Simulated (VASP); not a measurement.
AlN: relaxation of cell and atoms with PBE

Crystal: AlN.

```xyz
2
Lattice="0.0000 2.0345 2.0345 2.0345 0.0000 2.0345 2.0345 2.0345 0.0000" Properties=species:S:1:pos:R:3 pbc="T T T"
Al    2.0345    2.0345    2.0345
N     0.0000    0.0000    0.0000
```

| Property | Result |
| --- | --- |
| Program | VASP 6.6.1 |
| Task | relaxation of cell and atoms |
| Functional | PBE |
| Potentials or basis | VASP PAW PBE potentials, release 64 (Al, N) |
| Cutoff | 600 eV |
| k mesh | 11 × 11 × 11 |
| Occupations | fermi-dirac, width 0.05 eV |
| Spin | no spin polarisation |
| Dipole correction | no |
| Further INCAR settings | ALGO = Normal; EDIFF = 1e-06; IBRION = 2; EDIFFG = -0.01; NSW = 60; ISIF = 3 |

```json
{
 "Pressure after relaxing": "-0.1 GPa",
 "Band gap on the k mesh": "4.55 eV, indirect (least direct gap 5.41 eV)"
}
```

Final structure:
```cif
data_structure
_symmetry_space_group_name_H-M 'P 1'
_symmetry_Int_Tables_number 1
_cell_length_a 2.8772
_cell_length_b 2.8772
_cell_length_c 2.8772
_cell_angle_alpha 60.000
_cell_angle_beta 60.000
_cell_angle_gamma 60.000
_cell_volume 16.84
loop_
_atom_site_label
_atom_site_type_symbol
_atom_site_fract_x
_atom_site_fract_y
_atom_site_fract_z
_atom_site_occupancy
Al1 Al 0.50000 0.50000 0.50000 1
N1 N 0.00000 0.00000 0.00000 1
```

Levels at points of the mesh, in eV from the valence-band top:
```
           k point  band 1  band 2  band 3  band 4  band 5  band 6  band 7  band 8
(0.00, 0.00, 0.00)  -17.38    0.00    0.00    0.00    5.41   12.11   12.11   12.11
```

Wall time 8 s on 1 thread of AMD EPYC 7R43 64-Core Processor (Zen 3) (shared host), peak memory 0.1 GiB.

Caveat: the relaxation stopped at its first step, so nothing moved. A hybrid or GW would open this gap; PBE tends to underestimate it.
